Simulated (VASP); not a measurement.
# NaH in VASP: a series of runs

NaH is run at these levels: PBE; tasks: single point.

All numbers are computed with VASP 6.6.1; they aren't measurements. Logs are shortened: lines on timing, memory, paths and dates and some standing lists are left out, and cuts for length are marked.

**1. The cell of the first run**

The cell holds a wire or tube with vacuum around it, 12 atoms: a = 13.800 Å, b = 14.100 Å, c = 4.304 Å, α = 90.00°, β = 90.00°, γ = 90.00°.

**2. Single point, PBE**

Input file INCAR:

```
SYSTEM = NaH
PREC     = Accurate       ! precision mode
ENCUT    = 520            ! plane-wave cutoff, eV
EDIFF    = 1E-6           ! SCF threshold, eV
ISMEAR   = 0              ! smearing method
SIGMA    = 0.05           ! smearing width, eV
LREAL    = .False.        ! projectors in reciprocal space
LASPH    = .True.         ! aspherical terms in the spheres
NELM     = 60             ! most SCF steps
ALGO     = Normal         ! electronic algorithm
ISIF     = 2              ! what is computed and relaxed
LWAVE    = .False.        ! write WAVECAR
LCHARG   = .True.         ! write CHGCAR
GGA      = PE             ! functional
LELF     = .True.         ! ELF
LVHAR    = .True.       
NBANDS   = 36             ! bands
```

Input file KPOINTS:

```
regular mesh
0
Gamma
  1 1 7
  0 0 0
```

Input file POSCAR:

```
NaH
1.0
   13.8000000000      0.0000000000      0.0000000000
    0.0000000000     14.1000000000      0.0000000000
    0.0000000000      0.0000000000      4.3041631236
Na H
6 6
Direct
    0.5068427735      0.5066949428      0.0000000000
    0.4901183322      0.3234735076      0.5000000000
    0.4995601722      0.6824633224      0.5000000000
    0.3196130552      0.4903674503      0.5000000000
    0.6864419936      0.4995121529      0.5000000000
    0.3213441557      0.3251841677      0.0000000000
    0.3201052484      0.4935818768      0.0000000000
    0.6884107328      0.5004038754      0.0000000000
    0.3181094570      0.3220204277      0.5000000000
    0.5054198336      0.5052900296      0.5000000000
    0.4934035309      0.3239349199      0.0000000000
    0.5004799443      0.6843725727      0.0000000000
```

Potentials or basis: VASP PAW PBE potentials, release 64 (Na_pv, H).

Command:

```bash
$ cat potpaw_PBE.64/Na_pv/POTCAR potpaw_PBE.64/H/POTCAR > POTCAR
$ mpirun -np 1 vasp_std > vasp.out
```

OUTCAR:

```text
SYSTEM = NaH
   PREC = Accurate
   ENCUT = 520
   EDIFF = 1E-6
   ISMEAR = 0
   LREAL = .False.
   LASPH = .True.
   NELM = 60
   ISIF = 2
   GGA = PE

 ion  position               nearest neighbor table
   1  0.507  0.507  0.000-
   2  0.490  0.323  0.500-
   3  0.500  0.682  0.500-
   4  0.320  0.490  0.500-
   5  0.686  0.500  0.500-
   6  0.321  0.325  0.000-
   7  0.320  0.494  0.000-
   8  0.688  0.500  0.000-
   9  0.318  0.322  0.500-
  10  0.505  0.505  0.500-
  11  0.493  0.324  0.000-
  12  0.500  0.684  0.000-

  LATTYP: Found a simple orthorhombic cell.
 ALAT       =     4.3041631236
 B/A-ratio  =     3.2061981862
 C/A-ratio  =     3.2758981468

  Lattice vectors:

 A1 = (   0.0000000000,   0.0000000000,   4.3041631236)
 A2 = (  13.8000000000,   0.0000000000,   0.0000000000)
 A3 = (   0.0000000000,  14.1000000000,   0.0000000000)

Analysis of symmetry for initial positions (statically):
=====================================================================
 Subroutine PRICEL returns:
 Original cell was already a primitive cell.

 Routine SETGRP: Setting up the symmetry group for a
 simple orthorhombic supercell.

 Subroutine GETGRP returns: Found  2 space group operations
 (whereof  2 operations were pure point group operations)
 out of a pool of  8 trial point group operations.

The static configuration has the point symmetry C_1h.

Analysis of symmetry for dynamics (positions and initial velocities):
=====================================================================
 Subroutine PRICEL returns:
 Original cell was already a primitive cell.

 Routine SETGRP: Setting up the symmetry group for a
 simple orthorhombic supercell.

 Subroutine GETGRP returns: Found  2 space group operations
 (whereof  2 operations were pure point group operations)
 out of a pool of  8 trial point group operations.

The dynamic configuration has the point symmetry C_1h.

 Subroutine INISYM returns: Found  2 space group operations
 (whereof  2 operations are pure point group operations),
 and found     1 'primitive' translations

[... 99 lines left out ...]
   ISIF   =      2    stress and relaxation
   ISYM   =      2    0-nonsym 1-usesym 2-fastsym
   POTIM  = 0.5000    time-step for ionic-motion
   TEBEG  =    0.0;   TEEND  =   0.0 temperature during run
   PSTRESS=    0.0 pullay stress
   NELECT =      48.0000    total number of electrons
   NUPDOWN=      -1.0000    fix difference up-down
   EMIN   =  10.00;   EMAX   =-10.00  energy-range for DOS
   EFERMI =   0.00;   METHOD = LEGACY
   ISMEAR =     0;   SIGMA  =   0.05  broadening in eV -4-tet -1-fermi 0-gaus
   EFERMI_NEDOS =   21; number of points for ismear=-14 and -15
   IALGO  =     38    algorithm
   IMIX   =      4    mixing-type and parameters
     AMIX     =   0.40;   BMIX     =  1.00
     AMIX_MAG =   1.60;   BMIX_MAG =  1.00
  volume/ion in A,a.u.               =      69.79       470.98
  Fermi-wavevector in a.u.,A,eV,Ry     =   0.631189  1.192775  5.420560  0.398400
  Thomas-Fermi vector in A             =   1.694079
   LORBIT       =      0    0 simple, 1 ext, 2 COOP (PROOUT), +10 PAW based schemes
   GGA     = PE    functional components
   LHFCALC =     F    Hartree Fock is set to
   AEXX    =    0.0000 exact exchange contribution
   IVDW    =     0    specifies the selected vdW correction
   LEPSILON=     F    determine dielectric tensor
   LRPA    =     F    only Hartree local field effects (RPA)
 non-spin polarized calculation
 Gauss-broadening in eV      SIGMA  =   0.05
  energy-cutoff  :      520.00
  volume of cell :      837.50
 maximum number of plane-waves:     22578
 NGX is ok and might be reduce to   108
   NGX = 51   NGY = 53   NGZ = 17

 number of electron      47.9999959 magnetization

 Free energy of the ion-electron system (eV)
  ---------------------------------------------------
  ext. energy  EPLUGINS =         0.00000000
  ---------------------------------------------------
  free energy    TOTEN  =       -28.32565826 eV

  energy without entropy =      -28.32565826  energy(sigma->0) =      -28.32565826

 E-fermi :  -3.3860     XC(G=0):  -2.4718

 val. band max:       -3.6703989168   @ k =   0.0000   0.0000   0.0000
 cond. band min:      -0.2677548665   @ k =   0.0000   0.0000   0.0000
 fundamental gap:      3.4026440504
 Fermi energy:        -3.3860176513

 k-point     1 :       0.0000    0.0000    0.0000
  band No.  band energies     occupation
      1     -26.6476      2.00000
      2     -26.6416      2.00000
      3     -26.6036      2.00000
      4     -26.5964      2.00000
      5     -26.4637      2.00000
      6     -26.4623      2.00000
[... 145 lines left out ...]
     35       2.1991      0.00000
     36       2.3066      0.00000

------------------------ aborting loop because EDIFF is reached ----------------------------------------

  FORCE on cell =-STRESS in cart. coord.  units (eV):
  Direction    XX          YY          ZZ          XY          YZ          ZX
  --------------------------------------------------------------------------------------
  -------------------------------------------------------------------------------------
  Total       -0.0557236     -0.0542383     -0.0028378      0.0039784      0.0000000      0.0000000
  in kB       -0.1066014     -0.1037600     -0.0054288      0.0076109      0.0000000      0.0000000
  external PRESSURE =      -0.0719301 kB  Pullay stress =       0.0000000 kB

 VOLUME and BASIS-vectors are now :
 -----------------------------------------------------------------------------
  energy-cutoff  :      520.00
  volume of cell :      837.50
      direct lattice vectors                 reciprocal lattice vectors
    13.800000000  0.000000000  0.000000000     0.072463768  0.000000000  0.000000000
     0.000000000 14.100000000  0.000000000     0.000000000  0.070921986  0.000000000
     0.000000000  0.000000000  4.304163124     0.000000000  0.000000000  0.232333202

 POSITION                                       TOTAL-FORCE (eV/Angst)
 -----------------------------------------------------------------------------------
      6.99443      7.14440      0.00000        -0.001314     -0.001359      0.000000
      6.76363      4.56098      2.15208         0.001250     -0.001099      0.000000
      6.89393      9.62273      2.15208         0.001484     -0.001175      0.000000
      4.41066      6.91418      2.15208        -0.001267      0.001271      0.000000
      9.47290      7.04312      2.15208        -0.001015      0.001886      0.000000
      4.43455      4.58510      0.00000        -0.002039     -0.002108      0.000000
      4.41745      6.95950      0.00000        -0.003313      0.001576      0.000000
      9.50007      7.05569      0.00000         0.004735     -0.001857      0.000000
      4.38991      4.54049      2.15208        -0.000896     -0.001002      0.000000
      6.97479      7.12459      2.15208         0.002584      0.002583      0.000000
      6.80897      4.56748      0.00000         0.001614     -0.003332      0.000000
      6.90662      9.64965      0.00000        -0.001822      0.004616      0.000000
 -----------------------------------------------------------------------------------
    total drift:                                0.000717      0.001433     -0.000000

  FREE ENERGIE OF THE ION-ELECTRON SYSTEM (eV)
  ---------------------------------------------------
  free  energy   TOTEN  =       -28.3256582600 eV

  energy  without entropy=      -28.3256582600  energy(sigma->0) =      -28.32565826
```

Wall time 2.6 min (1 thread of Intel Xeon 6975P-C (Granite Rapids), shared host); peak memory 0.74 GiB.

Results:

```yaml
Free_energy: -28.3257 eV
Largest_force: 0.005 eV/Å
Band_gap_on_the_k_mesh: 3.40 eV
```

Forces in eV/Å, atoms in the order of the input:
```
Na  -0.001 -0.001  0.000
Na   0.001 -0.001  0.000
Na   0.001 -0.001  0.000
Na  -0.001  0.001  0.000
Na  -0.001  0.002  0.000
Na  -0.002 -0.002  0.000
H   -0.003  0.002  0.000
H    0.005 -0.002  0.000
H   -0.001 -0.001  0.000
H    0.003  0.003  0.000
H    0.002 -0.003  0.000
H   -0.002  0.005  0.000
```

**3. Single point, PBE**

This run uses another cell than the first one.

Input file INCAR:

```
SYSTEM = NaH
PREC = Accurate
ENCUT = 520
EDIFF = 1E-6
ISMEAR = 0
SIGMA = 0.05
LREAL = .FALSE.
LASPH = .TRUE.
NELM = 80
ALGO = Normal
ISIF = 2
LWAVE = .FALSE.
LCHARG = .FALSE.
GGA = PE
NBANDS = 36
```

Input file KPOINTS:

```
Automatic mesh
0
G
  1 1 7
  0 0 0
```

Input file POSCAR:

```
NaH
1.0
   13.8000000000      0.0000000000      0.0000000000
    0.0000000000     14.1000000000      0.0000000000
    0.0000000000      0.0000000000      4.8320806350
Na H
6 6
Direct
    0.5000000000      0.5000000000      0.0000000000
    0.5000000000      0.3286496229      0.5000000000
    0.5000000000      0.6713503771      0.5000000000
    0.3249246147      0.5000000000      0.5000000000
    0.6750753853      0.5000000000      0.5000000000
    0.3249246147      0.3286496229      0.0000000000
    0.3249246147      0.5000000000      0.0000000000
    0.6750753853      0.5000000000      0.0000000000
    0.3249246147      0.3286496229      0.5000000000
    0.5000000000      0.5000000000      0.5000000000
    0.5000000000      0.3286496229      0.0000000000
    0.5000000000      0.6713503771      0.0000000000
```

Potentials or basis: VASP PAW PBE potentials, release 64 (Na_pv, H).

Command:

```bash
$ cat potpaw_PBE.64/Na_pv/POTCAR potpaw_PBE.64/H/POTCAR > POTCAR
$ mpirun -np 1 vasp_std > vasp.out
```

It took 2.5 min on 1 thread of Intel Xeon 6975P-C (Granite Rapids), shared host; peak memory 0.82 GiB.

Results (log left out):

```yaml
Free_energy: -27.7086 eV
Largest_force: 0.322 eV/Å
Band_gap_on_the_k_mesh: 2.91 eV
```

Forces in eV/Å, atoms in the order of the input:
```
Na   0.089  0.089  0.000
Na  -0.322 -0.008  0.000
Na   0.013  0.004  0.000
Na  -0.008 -0.322  0.000
Na   0.005  0.013  0.000
Na   0.179  0.179  0.000
H   -0.058 -0.111  0.000
H    0.093 -0.013  0.000
H    0.034  0.034  0.000
H    0.102  0.102  0.000
H   -0.111 -0.058  0.000
H   -0.013  0.092  0.000
```

Levels at points of the mesh, in eV from the valence-band top:
| k point | band 21 | band 22 | band 23 | band 24 | band 25 | band 26 | band 27 | band 28 |
| --- | --- | --- | --- | --- | --- | --- | --- | --- |
| (0.00, 0.00, 0.00) | -1.01 | -0.47 | -0.32 | -0.16 | 3.10 | 3.43 | 3.60 | 3.62 |
